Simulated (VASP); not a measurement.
**BN: single point with LDA**

The system is BN.

```
CELL_PARAMETERS angstrom
2.52241 0.00000 0.00000
-1.26121 2.18447 0.00000
0.00000 0.00000 4.17499
ATOMIC_POSITIONS crystal
B 0.66667 0.33333 0.99969
B 0.33333 0.66667 0.49969
N 0.66667 0.33333 0.62531
N 0.33333 0.66667 0.12531
```

- Program: VASP 6.6.1
- Task: single point
- Functional: LDA
- Potentials or basis: VASP PAW LDA potentials, release 64 (B_h, N_h)
- Cutoff: 910 eV
- k mesh: 9 × 9 × 6
- Occupations: gaussian, width 0.1 eV
- Spin: no spin polarisation

- Pressure: 0.7 GPa
- Band gap on the k mesh: 4.90 eV, indirect (least direct gap 8.28 eV)

Stress tensor (GPa, compression positive):
```
0.80 0.00 0.00
0.00 0.80 0.00
0.00 0.00 0.52
```

Levels at points of the mesh, in eV from the valence-band top:
| k point | band 6 | band 7 | band 8 | band 9 | band 10 | band 11 |
| --- | --- | --- | --- | --- | --- | --- |
| (0.00, 0.00, 0.00) | -0.30 | 0.00 | 0.00 | 8.35 | 8.35 | 8.62 |
| (0.00, 0.00, 0.50) | -1.21 | -1.21 | -1.21 | 9.71 | 9.71 | 9.94 |

Run time: 34 s on 1 thread of Intel(R) Xeon(R) Platinum 8375C CPU @ 2.90GHz (Ice Lake) (shared host), peak memory 0.16 GiB.

Caveat: the cutoff is under 1.25 times the usual one of these potentials, so pressure, stress and relaxed cells hold a basis-set (Pulay) error. A hybrid or GW would open this gap; LDA tends to underestimate it.
